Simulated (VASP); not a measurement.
# Al2B3P5 in VASP: further runs

The runs below take Al2B3P5 through single point, with PBE.

Everything below comes from runs of VASP 6.6.1. Logs are shortened: lines on timing, memory, paths and dates and some standing lists are left out, and cuts for length are marked.

## (1) The cell of the first run

The typed cell holds 10 atoms: a = 3.450 Å, b = 3.451 Å, c = 12.946 Å, α = 97.64°, β = 97.62°, γ = 90.03°.

## (2) Single point, PBE

Input file INCAR:

```
  ALGO = Normal
  EDIFF = 1E-6
  ENCUT = 520
  GGA = PE
  ISIF = 2
  ISMEAR = 0
  LASPH = T
  LCHARG = T
  LELF = T
  LREAL = F
  LVHAR = T
  LWAVE = F
  NBANDS = 31
  NELM = 100
  PREC = Accurate
  SIGMA = 0.1
```

Input file KPOINTS:

```
k-points
0
Gamma
  4 4 4
```

Input file POSCAR:

```
Al2B3P5
1.0
   -0.0010326054     -3.4503721287      0.0004680526
    3.4507053246      0.0010508251      0.0002142056
   -1.7231542362      1.7195072311     12.7148772305
Al B P
2 3 5
Direct
    0.8964755252      0.8963259716      0.7928601178
    0.1038473173      0.1035129054      0.2071355261
    0.4998921627      0.5001110882      1.0000036539
    0.7070296847      0.7069381535      0.4138298414
    0.2930121380      0.2929896342      0.5861604252
    0.4570529576      0.9572550656      0.9143134149
    0.0426953615      0.5428554131      0.0856931795
    0.6644011473      0.1643293509      0.3285229136
    0.2500448671      0.7499701099      0.4999998083
    0.8355488387      0.3357123075      0.6714811193
```

Potentials or basis: VASP PAW PBE potentials, release 64 (Al, B, P).

Command:

```
cat potpaw_PBE.64/Al/POTCAR potpaw_PBE.64/B/POTCAR potpaw_PBE.64/P/POTCAR > POTCAR
mpirun -np 1 vasp_std > vasp.out
```

OUTCAR:

```text
EDIFF = 1E-6
   ENCUT = 520
   GGA = PE
   ISIF = 2
   ISMEAR = 0
   LASPH = T
   LREAL = F
   NELM = 100
   PREC = Accurate

 ion  position               nearest neighbor table
   1  0.896  0.896  0.793-  10 2.31  10 2.31   6 2.32   6 2.32
   2  0.104  0.104  0.207-   8 2.31   8 2.32   7 2.32   7 2.32
   3  0.500  0.500  0.000-   7 2.04   6 2.04   6 2.04   7 2.04
   4  0.707  0.707  0.414-   8 2.04   8 2.04   9 2.04   9 2.04
   5  0.293  0.293  0.586-  10 2.04  10 2.04   9 2.04   9 2.04
   6  0.457  0.957  0.914-   3 2.04   3 2.04   1 2.32   1 2.32
   7  0.043  0.543  0.086-   3 2.04   3 2.04   2 2.32   2 2.32
   8  0.664  0.164  0.329-   4 2.04   4 2.04   2 2.31   2 2.32
   9  0.250  0.750  0.500-   4 2.04   5 2.04   5 2.04   4 2.04
  10  0.836  0.336  0.671-   5 2.04   5 2.04   1 2.31   1 2.31

  LATTYP: Found a triclinic cell.
 ALAT       =     3.4503723150
 B/A-ratio  =     1.4147087441
 C/A-ratio  =     4.2528045226
 COS(alpha) =     0.0001641735
 COS(beta)  =     0.3529641585
 COS(gamma) =     0.7072861127

  Lattice vectors:

 A1 = (   0.0010326054,   3.4503721287,  -0.0004680526)
 A2 = (   3.4517379300,   3.4514229538,  -0.0002538470)
 A3 = (  -5.1761912022,   5.1791353761, -12.7162417469)

Analysis of symmetry for initial positions (statically):
=====================================================================
 Subroutine PRICEL returns:
 Original cell was already a primitive cell.

 Routine SETGRP: Setting up the symmetry group for a
 triclinic supercell.

 Subroutine GETGRP returns: Found  1 space group operations
 (whereof  1 operations were pure point group operations)
 out of a pool of  2 trial point group operations.

The static configuration has the point symmetry C_1 .

Analysis of symmetry for dynamics (positions and initial velocities):
=====================================================================
 Subroutine PRICEL returns:
 Original cell was already a primitive cell.

 Routine SETGRP: Setting up the symmetry group for a
 triclinic supercell.

 Subroutine GETGRP returns: Found  1 space group operations
 (whereof  1 operations were pure point group operations)
 out of a pool of  2 trial point group operations.

The dynamic configuration has the point symmetry C_1 .

 Subroutine INISYM returns: Found  1 space group operations
 (whereof  1 operations are pure point group operations),
 and found     1 'primitive' translations

----------------------------------------------------------------------------------------

                                     Primitive cell

  volume of cell :     151.3901

  direct lattice vectors                    reciprocal lattice vectors
    -0.001032605 -3.450372129  0.000468053     0.000085823 -0.289818518  0.039205485
     3.450705325  0.001050825  0.000214206     0.289793412 -0.000081398  0.039284588
    -1.723154236  1.719507231 12.714877231    -0.000004885  0.000010670  0.078645921

  length of vectors
     3.450372315  3.450705491 12.945812784     0.292458289  0.292444024  0.078645922

  position of ions in fractional coordinates (direct lattice)
     0.896475525  0.896325972  0.792860118
     0.103847317  0.103512905  0.207135526
     0.499892163  0.500111088  0.000003654
     0.707029685  0.706938153  0.413829841
     0.293012138  0.292989634  0.586160425
     0.457052958  0.957255066  0.914313415
     0.042695362  0.542855413  0.085693179
     0.664401147  0.164329351  0.328522914
     0.250044867  0.749970110  0.499999808
     0.835548839  0.335712308  0.671481119

  ion indices of the primitive-cell ions
   primitive index   ion index
                 1           1
                 2           2
                 3           3
                 4           4
                 5           5
                 6           6
                 7           7
                 8           8
                 9           9
                10          10

----------------------------------------------------------------------------------------

 KPOINTS: k-points

Automatic generation of k-mesh.
 Grid dimensions read from file:
 generate k-points for:    4    4    4

 Generating k-lattice:

  Cartesian coordinates                     Fractional coordinates (reciprocal lattice)
     0.000021456 -0.072454630  0.009801371     0.250000000  0.000000000  0.000000000
     0.072448353 -0.000020350  0.009821147    -0.000000000  0.250000000 -0.000000000
    -0.000001221  0.000002668  0.019661480     0.000000000  0.000000000  0.250000000

  Length of vectors
     0.073114572  0.073111006  0.019661481

  Shift w.r.t. Gamma in fractional coordinates (k-lattice)
     0.000000000  0.000000000  0.000000000

 Subroutine IBZKPT returns following result:
 ===========================================

 Found     36 irreducible k-points:

 Following reciprocal coordinates:
            Coordinates               Weight
  0.000000  0.000000  0.000000      1.000000
  0.250000  0.000000 -0.000000      2.000000
  0.500000  0.000000 -0.000000      1.000000
  0.000000  0.250000 -0.000000      2.000000
  0.250000  0.250000 -0.000000      2.000000
  0.500000  0.250000 -0.000000      2.000000
[... 16 lines left out ...]
  0.000000 -0.250000  0.250000      2.000000
  0.250000 -0.250000  0.250000      2.000000
 [... further k-points ...]
   k-points           NKPTS =     36   k-points in BZ     NKDIM =     36   number of bands    NBANDS=     31
   number of dos      NEDOS =    301   number of ions     NIONS =     10
   total plane-waves  NPLWV =  75264
   dimension x,y,z NGX =    28 NGY =   28 NGZ =   96
   dimension x,y,z NGXF=    56 NGYF=   56 NGZF=  192
   ions per type =               2   3   5
   NGX,Y,Z   is equivalent  to a cutoff of  13.49, 13.49, 12.33 a.u.
   NGXF,Y,Z  is equivalent  to a cutoff of  26.98, 26.98, 24.66 a.u.
 SYSTEM =  unknown system
   PREC   = accura    normal or accurate (medium, high low for compatibility)
   ISTART =      0    job   : 0-new  1-cont  2-samecut
   ICHARG =      2    charge: 1-file 2-atom 10-const
   ISPIN  =      1    spin polarized calculation?
   LNONCOLLINEAR =      F non collinear calculations
   LSORBIT =      F    spin-orbit coupling
   LASPH  =      T    aspherical Exc in radial PAW
   ENCUT  =  520.0 eV  38.22 Ry    6.18 a.u.   6.42  6.42 24.07*2*pi/ulx,y,z
   NELM   =    100;   NELMIN=  2; NELMDL= -5     # of ELM steps
   EDIFF  = 0.1E-05   stopping-criterion for ELM
   LREAL  =      F    real-space projection
   EDIFFG = 0.1E-04   stopping-criterion for IOM
   NSW    =      0    number of steps for IOM
   IBRION =     -1    ionic relax: 0-MD 1-quasi-New 2-CG
   NFREE  =      0    steps in history (QN), initial steepest desc. (CG)
   ISIF   =      2    stress and relaxation
   ISYM   =      2    0-nonsym 1-usesym 2-fastsym
   POTIM  = 0.5000    time-step for ionic-motion
   TEBEG  =    0.0;   TEEND  =   0.0 temperature during run
   PSTRESS=    0.0 pullay stress
   NELECT =      40.0000    total number of electrons
   NUPDOWN=      -1.0000    fix difference up-down
   EMIN   =  10.00;   EMAX   =-10.00  energy-range for DOS
   EFERMI =   0.00;   METHOD = LEGACY
   ISMEAR =     0;   SIGMA  =   0.10  broadening in eV -4-tet -1-fermi 0-gaus
   EFERMI_NEDOS =   21; number of points for ismear=-14 and -15
   IALGO  =     38    algorithm
   IMIX   =      4    mixing-type and parameters
     AMIX     =   0.40;   BMIX     =  1.00
     AMIX_MAG =   1.60;   BMIX_MAG =  1.00
  volume/ion in A,a.u.               =      15.14       102.16
  Fermi-wavevector in a.u.,A,eV,Ry     =   1.050499  1.985155 15.014684  1.103548
  Thomas-Fermi vector in A             =   2.185505
   LORBIT       =      0    0 simple, 1 ext, 2 COOP (PROOUT), +10 PAW based schemes
   GGA     = PE    functional components
   LHFCALC =     F    Hartree Fock is set to
   AEXX    =    0.0000 exact exchange contribution
   IVDW    =     0    specifies the selected vdW correction
   LEPSILON=     F    determine dielectric tensor
   LRPA    =     F    only Hartree local field effects (RPA)
 non-spin polarized calculation
 Gauss-broadening in eV      SIGMA  =   0.10
  energy-cutoff  :      520.00
  volume of cell :      151.39
 maximum number of plane-waves:      4103
 NGX is ok and might be reduce to    28
   NGX = 13   NGY = 13   NGZ = 49

 number of electron      40.0000001 magnetization

 Free energy of the ion-electron system (eV)
  ---------------------------------------------------
  ext. energy  EPLUGINS =         0.00000000
  ---------------------------------------------------
  free energy    TOTEN  =       -56.88609843 eV

  energy without entropy =      -56.88609755  energy(sigma->0) =      -56.88609799

 E-fermi :   6.9109     XC(G=0): -10.0682

 val. band max:        6.6243004498   @ k =   0.0000   0.0000   0.0000
 cond. band min:       7.2049798285   @ k =   0.0000   0.0000   0.5000
 fundamental gap:      0.5806793787
 Fermi energy:         6.9108588150

 k-point     1 :       0.0000    0.0000    0.0000
  band No.  band energies     occupation
      1      -7.8074      2.00000
      2      -7.1926      2.00000
      3      -6.3758      2.00000
      4      -4.6466      2.00000
      5      -4.4019      2.00000
      6      -0.2412      2.00000
[... 23 lines left out ...]
     30      10.9552      0.00000
     31      11.3685      0.00000

 k-point     2 :       0.2500    0.0000   -0.0000
  band No.  band energies     occupation
      1      -7.1865      2.00000
      2      -6.6153      2.00000
      3      -5.8096      2.00000
      4      -4.4825      2.00000
      5      -4.1287      2.00000
      6      -0.8263      2.00000
[... 23 lines left out ...]
     30      10.9511      0.00000
     31      11.4778      0.00000

 k-point     3 :       0.5000    0.0000   -0.0000
  band No.  band energies     occupation
      1      -5.6786      2.00000
      2      -5.4299      2.00000
      3      -5.3408      2.00000
      4      -4.8597      2.00000
      5      -4.7531      2.00000
      6      -1.4546      2.00000
[... 23 lines left out ...]
     30      11.0233      0.00000
     31      11.3530      0.00000

 k-point     4 :       0.0000    0.2500   -0.0000
  band No.  band energies     occupation
      1      -7.1867      2.00000
      2      -6.6156      2.00000
      3      -5.8096      2.00000
      4      -4.4834      2.00000
      5      -4.1285      2.00000
      6      -0.8269      2.00000
[... 23 lines left out ...]
     30      10.9519      0.00000
     31      11.4764      0.00000

 k-point     5 :       0.2500    0.2500   -0.0000
  band No.  band energies     occupation
      1      -6.5708      2.00000
      2      -6.0553      2.00000
      3      -5.2227      2.00000
      4      -4.2693      2.00000
      5      -3.8023      2.00000
      6      -0.8396      2.00000
[... 23 lines left out ...]
     30      11.7294      0.00000
     31      11.9265      0.00000
[... 542 lines left out ...]
     30      11.5686      0.00000
     31      12.1496      0.00000

 k-point    22 :      -0.2500    0.5000    0.2500
  band No.  band energies     occupation
      1      -5.1252      2.00000
      2      -4.8517      2.00000
      3      -4.7672      2.00000
      4      -4.3821      2.00000
      5      -4.2911      2.00000
      6      -1.1998      2.00000
[... 23 lines left out ...]
     30      12.0268      0.00000
     31      12.5180      0.00000

 k-point    23 :       0.0000   -0.2500    0.2500
  band No.  band energies     occupation
      1      -7.1867      2.00000
      2      -6.6157      2.00000
      3      -5.8094      2.00000
      4      -4.4841      2.00000
      5      -4.1279      2.00000
      6      -0.8270      2.00000
[... 23 lines left out ...]
     30      10.9518      0.00000
     31      11.4769      0.00000

 k-point    24 :       0.2500   -0.2500    0.2500
  band No.  band energies     occupation
      1      -6.5721      2.00000
      2      -6.0567      2.00000
      3      -5.2233      2.00000
      4      -4.2695      2.00000
      5      -3.8006      2.00000
      6      -0.8377      2.00000
[... 23 lines left out ...]
     30      11.7262      0.00000
     31      11.9246      0.00000

 [... further k-points ...]

------------------------ aborting loop because EDIFF is reached ----------------------------------------

  FORCE on cell =-STRESS in cart. coord.  units (eV):
  Direction    XX          YY          ZZ          XY          YZ          ZX
  --------------------------------------------------------------------------------------
  -------------------------------------------------------------------------------------
  Total       -0.0827121     -0.0639549     -0.0275964     -0.0317904      0.0451704     -0.0143035
  in kB       -0.8753508     -0.6768411     -0.2920551     -0.3364406      0.4780426     -0.1513749
  external PRESSURE =      -0.6147490 kB  Pullay stress =       0.0000000 kB

 VOLUME and BASIS-vectors are now :
 -----------------------------------------------------------------------------
  energy-cutoff  :      520.00
  volume of cell :      151.39
      direct lattice vectors                 reciprocal lattice vectors
    -0.001032605 -3.450372129  0.000468053     0.000085823 -0.289818518  0.039205485
     3.450705325  0.001050825  0.000214206     0.289793412 -0.000081398  0.039284588
    -1.723154236  1.719507231 12.714877231    -0.000004885  0.000010670  0.078645921

 POSITION                                       TOTAL-FORCE (eV/Angst)
 -----------------------------------------------------------------------------------
      1.72581     -1.72890     10.08173         0.001429      0.000345     -0.001179
      0.00016     -0.00203      2.63377         0.000481      0.000958      0.001329
      1.72521     -1.72428      0.00039        -0.001597     -0.000280     -0.000541
      1.72561     -1.72719      5.26228         0.000324     -0.000269      0.002552
      0.00067     -0.00279      7.45316         0.001696      0.000960     -0.001069
      1.72723     -0.00383     11.62580         0.000331     -0.000830     -0.008774
      1.72553      0.00061      1.08971         0.000208     -0.000266      0.008978
      0.00027     -1.72736      4.17747        -0.000614      0.000828     -0.007090
      1.72609     -0.00221      6.35771        -0.001065      0.000176     -0.000662
      0.00052     -1.72799      8.53826        -0.001195     -0.001621      0.006456
 -----------------------------------------------------------------------------------
    total drift:                                0.000010     -0.000011     -0.000009

  FREE ENERGIE OF THE ION-ELECTRON SYSTEM (eV)
  ---------------------------------------------------
  free  energy   TOTEN  =       -56.8860984326 eV

  energy  without entropy=      -56.8860975486  energy(sigma->0) =      -56.88609799
```

Wall time 5.3 min (1 thread of Intel Xeon 8259CL, shared host); peak memory 0.33 GiB.

What came out:

* Free energy: -56.8861 eV
* Pressure: -0.1 GPa
* Largest force: 0.009 eV/Å
* Band gap on the k mesh: 0.58 eV (least direct gap 0.59 eV)

Forces in eV/Å, atoms in the order of the input:
```
Al   0.001  0.000 -0.001
Al   0.000  0.001  0.001
B   -0.002  0.000 -0.001
B    0.000  0.000  0.003
B    0.002  0.001 -0.001
P    0.000 -0.001 -0.009
P    0.000  0.000  0.009
P   -0.001  0.001 -0.007
P   -0.001  0.000 -0.001
P   -0.001 -0.002  0.006
```

Levels at points of the mesh, in eV from the valence-band top:
| k point | band 18 | band 19 | band 20 | band 21 | band 22 | band 23 |
| --- | --- | --- | --- | --- | --- | --- |
| (0.00, 0.00, 0.00) | -0.58 | 0.00 | 0.00 | 0.59 | 0.70 | 1.07 |
| (0.50, 0.00, 0.00) | -1.92 | -0.57 | -0.52 | 1.63 | 2.23 | 2.43 |
| (0.00, 0.50, 0.00) | -1.92 | -0.56 | -0.52 | 1.63 | 2.23 | 2.43 |
| (0.50, 0.50, 0.00) | -4.03 | -3.72 | -3.39 | 0.83 | 1.17 | 1.54 |
| (0.00, 0.00, 0.50) | -0.53 | -0.28 | -0.28 | 0.58 | 0.79 | 0.97 |
| (0.50, 0.00, 0.50) | -1.93 | -0.57 | -0.52 | 1.62 | 2.23 | 2.43 |
| (0.00, 0.50, 0.50) | -1.92 | -0.56 | -0.52 | 1.62 | 2.23 | 2.43 |
| (0.50, 0.50, 0.50) | -4.03 | -3.72 | -3.39 | 0.82 | 1.17 | 1.54 |

Caveat: the k points lie up to 0.46 Å⁻¹ apart; semilocal functionals underestimate gaps, and a narrow one can read as zero.

## (3) Single point, PBE

This run uses another cell than the first one, of 15.46 Å³/atom.

Input file INCAR:

```
SYSTEM = Al2B3P5
ALGO     = Normal         ! electronic algorithm
EDIFF    = 1E-6           ! SCF threshold, eV
ENCUT    = 520            ! plane-wave cutoff, eV
GGA      = PE             ! functional
ISIF     = 2              ! what is computed and relaxed
ISMEAR   = 0              ! smearing method
LASPH    = .TRUE.         ! aspherical terms in the spheres
LCHARG   = .FALSE.        ! write CHGCAR
LREAL    = .FALSE.        ! projectors in reciprocal space
LWAVE    = .FALSE.        ! write WAVECAR
NBANDS   = 31             ! bands
NELM     = 80             ! most SCF steps
PREC     = Accurate       ! precision mode
SIGMA    = 0.1            ! smearing width, eV
```

Input file KPOINTS:

```
k-points
0
G
  8 8 8
  0 0 0
```

Input file POSCAR:

```
Al2B3P5
1.0
   -1.7613700300      1.7613700300     12.4547669400
    1.7613700300     -1.7613700300     12.4547669400
    1.7613700300      1.7613700300    -12.4547669400
Al B P
2 3 5
Direct
    0.9000000000      0.9000000000      0.0000000000
    0.1000000000      0.1000000000      0.0000000000
    0.5000000000      0.5000000000      0.0000000000
    0.7000000000      0.7000000000      0.0000000000
    0.3000000000      0.3000000000      0.0000000000
    0.4500000000      0.9500000000      0.5000000000
    0.0500000000      0.5500000000      0.5000000000
    0.6500000000      0.1500000000      0.5000000000
    0.2500000000      0.7500000000      0.5000000000
    0.8500000000      0.3500000000      0.5000000000
```

Potentials or basis: VASP PAW PBE potentials, release 64 (Al, B, P).

Command:

```
cat potpaw_PBE.64/Al/POTCAR potpaw_PBE.64/B/POTCAR potpaw_PBE.64/P/POTCAR > POTCAR
mpirun -np 1 vasp_std > vasp.out
```

It took 1.5 h on 1 thread of Intel Xeon 8259CL, shared host; peak memory 1.6 GiB.

It converged, with:

```yaml
Free_energy: -54.5270 eV
Pressure: 3.8 GPa
Largest_force: 4.751 eV/Å
Band_gap_on_the_k_mesh: 1.12 eV (least direct gap 1.30 eV)
```

Forces on the atoms (eV/Å):
```
Al   0.000  0.000 -0.004
Al   0.000  0.000  0.004
B    0.000  0.000  0.000
B    0.000  0.000  0.342
B    0.000  0.000 -0.342
P    0.000  0.000  4.690
P    0.000  0.000 -4.690
P    0.000  0.000  4.751
P    0.000  0.000  0.000
P    0.000  0.000 -4.751
```

Stress tensor (GPa, compression positive):
```
4.16 0.00 0.00
0.00 4.16 0.00
0.00 0.00 2.96
```

Levels at points of the mesh, in eV from the valence-band top:
```tsv
k point	band 17	band 18	band 19	band 20	band 21	band 22	band 23	band 24
(0.00, 0.00, 0.00)	-1.31	-0.34	0.00	0.00	1.30	1.52	2.16	2.16
(0.50, 0.00, 0.00)	-1.46	-1.34	-1.10	-1.05	2.10	2.84	3.20	3.71
(0.50, 0.50, 0.00)	-3.53	-3.50	-3.13	-3.02	1.16	1.32	2.16	2.36
(0.50, 0.50, 0.50)	-0.66	-0.66	-0.45	-0.45	1.46	1.49	1.71	1.76
```

Caveat: the cell stands under pressure; forces of over 1 eV/Å act on the atoms, so gaps and moduli don't describe the material at rest. A k mesh can miss the band edges.
